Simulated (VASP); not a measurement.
Set up this calculation in VASP 6.6.1, as the native input.

| Item | Value |
| --- | --- |
| Task | single point |
| Functional | PBE |
| Potentials or basis | VASP PAW PBE potentials, release 64 (Si) |
| Cutoff | 500 eV |
| k mesh | 43 × 43 × 43 |
| Occupations | fermi-dirac, width 0.0612256 eV |
| Spin | no spin polarisation |
| Dipole correction | no |
| Further INCAR settings | ALGO = Normal; EDIFF = 1e-06; NBANDS = 8 |

The structure of Si lies in POSCAR:

```
Si
1.0
    2.5319015840      0.0000000000      0.0000000000
    0.0000000000      2.5319015840      0.0000000000
    0.0000000000      0.0000000000      2.5319015840
Si
1
Direct
    0.0000000000      0.0000000000      0.0000000000
```

This isn't the form of Si at room conditions, which is diamond.

The input as run:

INCAR

```
SYSTEM = Si
  PREC = Accurate
  ENCUT = 500
  EDIFF = 1E-6
  ISMEAR = -1
  SIGMA = 0.06122561905347299
  LREAL = .FALSE.
  LASPH = .TRUE.
  NELM = 120
  ALGO = Normal
  ISIF = 2
  LWAVE = .FALSE.
  LCHARG = .FALSE.
  GGA = PE
  NBANDS = 8
  GGA_COMPAT = .FALSE.
```

KPOINTS

```
regular mesh
0
G
  43 43 43
  0 0 0
```

Potentials or basis: VASP PAW PBE potentials, release 64 (Si).

Run with:

```console
$ cat potpaw_PBE.64/Si/POTCAR > POTCAR
$ mpirun -np 1 vasp_std > vasp.out
```

It gave:

| Property | Result |
| --- | --- |
| Pressure | -0.1 GPa |
| Band gap on the k mesh | zero (bands 2 and 3 overlap by 10.18 eV) |

It took 84 s on 1 thread of Intel(R) Xeon(R) Platinum 8488C (Sapphire Rapids), with other jobs on the host, peak memory 0.3 GiB.
